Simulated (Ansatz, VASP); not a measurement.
One calculation of In, two programs

INCAR

```
PREC     = Accurate       # precision mode
ENCUT    = 520            # plane-wave cutoff, eV
EDIFF    = 1E-8           # SCF threshold, eV
ISMEAR   = -1             # smearing method
SIGMA    = 0.05           # smearing width, eV
LREAL    = False          # projectors in reciprocal space
LASPH    = True           # aspherical terms in the spheres
NELM     = 100            # most SCF steps
ALGO     = Normal         # electronic algorithm
ISIF     = 2              # what is computed and relaxed
LWAVE    = False          # write WAVECAR
LCHARG   = False          # write CHGCAR
GGA      = CA             # functional
LEFG     = True         
NBANDS   = 12             # bands
```

The input KPOINTS:

```
Automatic mesh
0
Gamma
  12 12 14
```

The input POSCAR:

```
In
1.0
   -1.6056495000      1.6303890000      2.4739500000
    1.6303890000     -1.6056495000      2.4739500000
    1.6219110000      1.6219110000     -2.4576885000
In
1
Direct
    0.0000000000      0.0000000000      0.0000000000
```

Input for Ansatz:

```yaml
crystal:
  lattice:
    - [-1.6056495, 1.630389, 2.47395]
    - [1.630389, -1.6056495, 2.47395]
    - [1.621911, 1.621911, -2.4576885]
  atoms:
    - { symbol: In, position: [0.0, 0.0, 0.0] }
kpoints:
  mp_grid: { grid: [12, 12, 14] }
scf:
  occupations: { method: fermi_dirac, width: 0.05 }
hamiltonian:
  xc: lda
  pseudopotentials: { kind: paw }
output:
  forces: true
  stress: true
  eigenvalues: true
  efg: { contact_densities: true }
  write_density: true
  write_potential: true
  elf: true
  volumetric_format: npy
```

Change from the starting cell: equal xy, yz and zx shear strains of +1 %, PAW files.

Alike in both runs: task electric field gradients; functional LDA; k mesh 12 × 12 × 14; occupations fermi-dirac, width 0.05 eV; no spin polarisation.

```csv
,VASP,Ansatz
version,VASP 6.6.1,Ansatz 0.2.0
potentials or method,"VASP PAW LDA potentials, release 64 (In_d)","PAW with Ansatz's default frozen-core files, scalar-relativistic"
plane-wave cutoff (eV),520,420
valence electrons in the cell,13,13
```

```tsv
	VASP	Ansatz	Ansatz less VASP
pressure (GPa)	-2.5	-2.5	0.00
traceless stress, the component that is largest in VASP (GPa)	-0.28	-0.27	+0.015
size of Vzz on the site where it differs most (V/Å²)	18.2	17.9	-0.24
```

LDA's correlation is that of Perdew and Zunger in VASP and of Perdew and Wang (1992) in Ansatz.
